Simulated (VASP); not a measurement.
Input of a VASP 6.6.1 run:

The input INCAR:

```
SYSTEM = Te5Pd
ALGO = Normal
EDIFF = 1E-6
ENCUT = 520
GGA = PE
ISIF = 2
ISMEAR = 0
LASPH = .True.
LCHARG = .True.
LELF = .True.
LREAL = .False.
LVHAR = .True.
LWAVE = .False.
NBANDS = 29
NELM = 100
PREC = Accurate
SIGMA = 0.1
```

Contents of KPOINTS:

```
k-points
0
Gamma
  8 8 8
  0 0 0
```

The input POSCAR:

```
Te5Pd
1.0
    0.0000000000      4.4274489309      4.4274489309
    4.4274489309      0.0000000000      4.4274489309
    4.4274489309      4.4274489309      0.0000000000
Te Pd
5 1
Direct
    0.3750123325      0.3750123325      0.8749630026
    0.3750123325      0.8749630026      0.3750123325
    0.8749630026      0.3750123325      0.3750123325
    0.3750123325      0.3750123325      0.3750123325
    0.7500000000      0.7500000000      0.7500000000
    0.0000000000      0.0000000000      0.0000000000
```

Potentials or basis: VASP PAW PBE potentials, release 64 (Te, Pd).

Launch:

```console
$ cat potpaw_PBE.64/Te/POTCAR potpaw_PBE.64/Pd/POTCAR > POTCAR
$ mpirun -np 1 vasp_std > vasp.out
```

Estimate the band gap on the k mesh.

zero (bands 20 and 21 overlap by 1.03 eV).

What does it give for the pressure?

-0.1 GPa.

Caveat: spin-orbit coupling is left out, which moves the levels of the heavy elements.
